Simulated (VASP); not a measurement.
Here is a VASP 6.6.1 calculation.

File INCAR:

```
ALGO = Normal
EDIFF = 1E-6
ENCUT = 520
GGA = PE
ISIF = 2
ISMEAR = -1
LASPH = T
LCHARG = F
LREAL = Auto
LWAVE = F
NBANDS = 48
NELM = 60
PREC = Accurate
SIGMA = 0.05
```

File KPOINTS:

```
k-points
0
Gamma
  1 1 1
```

File POSCAR:

```
H12CO8
1.0
    6.4048830000      0.0000000000      0.0000000000
    0.0000000000      6.4048830000      0.0000000000
    0.0000000000      0.0000000000      6.4048830000
O H C
8 12 1
Direct
   -0.1195806387      1.0407215870      0.2074979356
    0.4454257791      0.9498690296      0.1027653433
    0.1851399940      0.1696518110      0.6264595310
    0.6053662495     -0.1841407564      0.5340925041
    0.2085440124      0.4012251278      1.1246419333
    0.6284111669      0.5589173136      0.9458252399
    0.8307723966      0.4599771768      0.4120762237
    1.0333053703      0.6571704745      0.6329233493
   -0.0410780337      1.1763056406      0.1855303212
   -0.2492161059      1.1222219048      0.2583029229
    0.4135750801      1.0607844046      0.1939457754
    0.6013692990      0.9517113740      0.1157242060
    0.1177695205      0.1184877226      0.4959497309
    0.2618783200      0.0430296697      0.6644773995
    0.4554962206     -0.1785824971      0.4825693147
    0.5951396770     -0.1105250478      0.6668037496
    0.3091079103      0.5108446165      1.1193334835
    0.2586932501      0.3243618970      1.0001743982
    0.5774812748      0.6877565133      1.0173487947
    0.7036350235      0.4720460936      1.0387231117
    0.9373941725      0.5482379616      0.5217269386
```

Potentials or basis: VASP PAW PBE potentials, release 64 (O, H, C).

Command:

```console
$ cat potpaw_PBE.64/O/POTCAR potpaw_PBE.64/H/POTCAR potpaw_PBE.64/C/POTCAR > POTCAR
$ mpirun -np 1 vasp_gam > vasp.out
```

Question: Predict the pressure.

Answer: 0.9 GPa.

Question: Estimate the band gap on the k mesh.

Answer: 4.38 eV.

Forces on the atoms (eV/Å):
```
O   -1.302  3.194  0.594
O    1.635 -1.179 -1.004
O   -0.006 -0.942 -0.968
O   -2.063  0.594 -0.486
O   -0.161 -1.553 -0.779
O   -1.381  1.393 -0.874
O   -2.756 -3.141 -3.158
O    0.675 -0.060  0.282
H    0.140 -1.282 -0.326
H    1.594 -1.505  0.028
H   -1.000  1.413  1.083
H   -0.675 -0.149 -0.350
H    0.009  0.500  0.704
H   -0.143  0.303  0.402
H    1.701 -0.320  0.418
H    0.269 -0.143  0.059
H    0.620  1.131  0.286
H   -0.592  0.130  0.276
H    0.565 -1.301 -0.208
H    0.748 -0.235  1.139
C    2.125  3.152  2.882
```

Caveat: the k points lie up to 0.98 Å⁻¹ apart.
